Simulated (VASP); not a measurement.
Wanted: the native input for a VASP 6.6.1 run.

```yaml
Task: single point
Functional: PBE
Potentials_or_basis: VASP PAW PBE potentials, release 64 (B, N)
Cutoff: 520 eV
k_mesh: 6 × 6 × 10
Occupations: gaussian, width 0.05 eV
Spin: no spin polarisation
Dipole_correction: no
Further_INCAR_settings: ALGO = Normal; EDIFF = 1e-06; NBANDS = 26
```

The structure of BN lies in POSCAR:

```
BN
1.0
    4.3895000000      0.0000000000      0.0000000000
    0.0000000000      4.3895000000      0.0000000000
    0.0000000000      0.0000000000      2.7786000000
B N
4 4
Direct
    0.1742811368      0.8257188632      0.5000000000
    0.3257188632      0.3257188632      0.0000000000
    0.6742811368      0.6742811368      0.0000000000
    0.8257188632      0.1742811368      0.5000000000
    0.8126115048      0.8126115048      0.5000000000
    0.3126115048      0.6873884952      0.0000000000
    0.6873884952      0.3126115048      0.0000000000
    0.1873884952      0.1873884952      0.5000000000
```

These files were run (other wordings do the same):

INCAR

```
ALGO     = Normal         # electronic algorithm
EDIFF    = 1E-6           # SCF threshold, eV
ENCUT    = 520            # plane-wave cutoff, eV
GGA      = PE             # functional
ISIF     = 2              # what is computed and relaxed
ISMEAR   = 0              # smearing method
LASPH    = True           # aspherical terms in the spheres
LCHARG   = True           # write CHGCAR
LELF     = True           # ELF
LREAL    = False          # projectors in reciprocal space
LVHAR    = True         
LWAVE    = False          # write WAVECAR
NBANDS   = 26             # bands
NELM     = 60             # most SCF steps
PREC     = Accurate       # precision mode
SIGMA    = 0.05           # smearing width, eV
```

KPOINTS

```
k-points
0
Gamma
  6 6 10
```

Potentials or basis: VASP PAW PBE potentials, release 64 (B, N).

Command:

```bash
$ cat potpaw_PBE.64/B/POTCAR potpaw_PBE.64/N/POTCAR > POTCAR
$ mpirun -np 1 vasp_std > vasp.out
```

It gave:

```yaml
Pressure: -21.4 GPa
Largest_force: 0.486 eV/Å
Band_gap_on_the_k_mesh: 4.47 eV, direct
```

Run time: 61 s on 1 thread of Intel(R) Xeon(R) Platinum 8259CL CPU @ 2.50GHz (Skylake/Cascade Lake), on a shared host, peak memory 0.21 GiB.
